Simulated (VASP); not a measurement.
# SnO2: electric field gradients with LDA

The system is SnO2.

```xyz
6
Lattice="4.7056 0.0000 0.0000 0.0000 4.7056 0.0000 0.0000 0.0000 3.1650" Properties=species:S:1:pos:R:3 pbc="T T T"
Sn    0.0000    0.0000    0.0000
Sn    2.3528    2.3528    1.5825
O     1.4381    1.4381    0.0000
O     0.9147    3.7909    1.5825
O     3.2674    3.2674    0.0000
O     3.7909    0.9147    1.5825
```

This cell differs from its parent crystal: volume scaled by 0.98.

```yaml
Program: VASP 6.6.1
Task: electric field gradients
Functional: LDA
Potentials_or_basis: VASP PAW LDA potentials, release 64 (Sn_d, O)
Cutoff: 520 eV
k_mesh: 4 × 4 × 6
Occupations: fermi-dirac, width 0.03 eV
Spin: no spin polarisation
Dipole_correction: no
Further_INCAR_settings: ALGO = Normal; EDIFF = 1e-08; NBANDS = 35
```

```json
{
 "Pressure": "4.6 GPa",
 "Largest force": "0.022 eV/Å",
 "Band gap on the k mesh": "1.38 eV, direct"
}
```

Forces in eV/Å, atoms in the order of the input:
```
Sn   0.000  0.000  0.000
Sn   0.000  0.000  0.000
O   -0.016 -0.016  0.000
O    0.016 -0.016  0.000
O    0.016  0.016  0.000
O   -0.016  0.016  0.000
```

Stress tensor (GPa, compression positive):
```
3.84 0.00 0.00
0.00 3.84 0.00
0.00 0.00 6.14
```

Levels at points of the mesh, in eV from the valence-band top:
| k point | band 23 | band 24 | band 25 | band 26 | band 27 | band 28 | band 29 | band 30 |
| --- | --- | --- | --- | --- | --- | --- | --- | --- |
| (0.00, 0.00, 0.00) | -1.26 | -0.83 | -0.83 | 0.00 | 1.38 | 6.16 | 6.18 | 6.18 |
| (0.50, 0.00, 0.00) | -1.22 | -1.22 | -0.66 | -0.66 | 4.53 | 4.53 | 6.96 | 6.96 |
| (0.50, 0.50, 0.00) | -1.35 | -1.35 | -0.94 | -0.94 | 4.94 | 4.94 | 7.46 | 7.46 |
| (0.00, 0.00, 0.50) | -1.77 | -1.77 | -1.31 | -1.31 | 6.25 | 6.25 | 9.63 | 9.63 |
| (0.50, 0.00, 0.50) | -1.17 | -1.17 | -0.71 | -0.71 | 6.53 | 6.53 | 8.00 | 8.00 |
| (0.50, 0.50, 0.50) | -1.01 | -1.01 | -0.88 | -0.88 | 4.85 | 4.85 | 8.73 | 8.73 |

Electric field gradients, principal values (V/Å²):
| atom | least | middle | greatest (by size) |
| --- | --- | --- | --- |
| 1 Sn | -8.791 | -51.239 | 60.031 |
| 2 Sn | -8.791 | -51.239 | 60.031 |
| 3 O | 45.550 | 57.019 | -102.569 |
| 4 O | 45.550 | 57.019 | -102.569 |
| 5 O | 45.550 | 57.019 | -102.569 |
| 6 O | 45.550 | 57.019 | -102.569 |

Wall time 92 s on 1 thread of Intel Xeon 8259CL, with other jobs on the host, peak memory 0.18 GiB.

Caveat: without QUAD_EFG the Cq values of the log hold for a quadrupole moment of 1 mb, not for the nuclei; spin-orbit coupling is left out, which moves the levels of the heavy elements.
